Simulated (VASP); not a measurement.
Write the native input for VASP 6.6.1 that does the following.

```yaml
Task: single point
Functional: PBE
Potentials_or_basis: VASP PAW PBE potentials, release 64 (Ba_sv, Ti_sv, O)
Cutoff: 520 eV
k_mesh: 6 × 6 × 6
Occupations: fermi-dirac, width 0.02 eV
Spin: no spin polarisation
Dipole_correction: no
Further_INCAR_settings: ALGO = Normal; EDIFF = 1e-07; NBANDS = 28
```

The structure of BaTiO3 (Barioperovskite) lies in POSCAR:

```
BaTiO3
1.0
    4.0284143941      0.0000000000      0.0000000000
    0.0000000000      2.9046133001      2.9213479002
    0.0000000000     -2.9046133001      2.9213479002
Ba Ti O
1 1 3
Direct
    0.0000000000      0.0119790355      0.0119790355
    0.5000000000      0.5292820227      0.5292820227
    0.0000000000      0.4892053142      0.4892053142
    0.5000000000      0.4931958090      0.9732178188
    0.5000000000      0.9732178188      0.4931958090
```

This cell differs from its parent crystal: strain +1.6%.

These files were run (other wordings do the same):

INCAR

```
SYSTEM = BaTiO3
PREC = Accurate
ENCUT = 520
EDIFF = 1E-7
ISMEAR = -1
SIGMA = 0.02
LREAL = .FALSE.
LASPH = .TRUE.
NELM = 60
ALGO = Normal
ISIF = 2
LWAVE = .FALSE.
LCHARG = .FALSE.
GGA = PE
NBANDS = 28
```

KPOINTS

```
Automatic mesh
0
G
  6 6 6
  0 0 0
```

Potentials or basis: VASP PAW PBE potentials, release 64 (Ba_sv, Ti_sv, O).

Command:

```bash
$ cat potpaw_PBE.64/Ba_sv/POTCAR potpaw_PBE.64/Ti_sv/POTCAR potpaw_PBE.64/O/POTCAR > POTCAR
$ mpirun -np 1 vasp_std > vasp.out
```

It gave:

The pressure is -0.6 GPa. The largest force is 0.192 eV/Å and the band gap on the k mesh is 2.40 eV, indirect (least direct gap 2.96 eV).

Caveat: the cell differs from its parent crystal (strain +1.6%); spin-orbit coupling is left out, which moves the levels of the heavy elements.

It took 56 s on 1 thread of AMD EPYC 9R45 96-Core Processor (Zen 5) (shared host), peak memory 0.21 GiB.
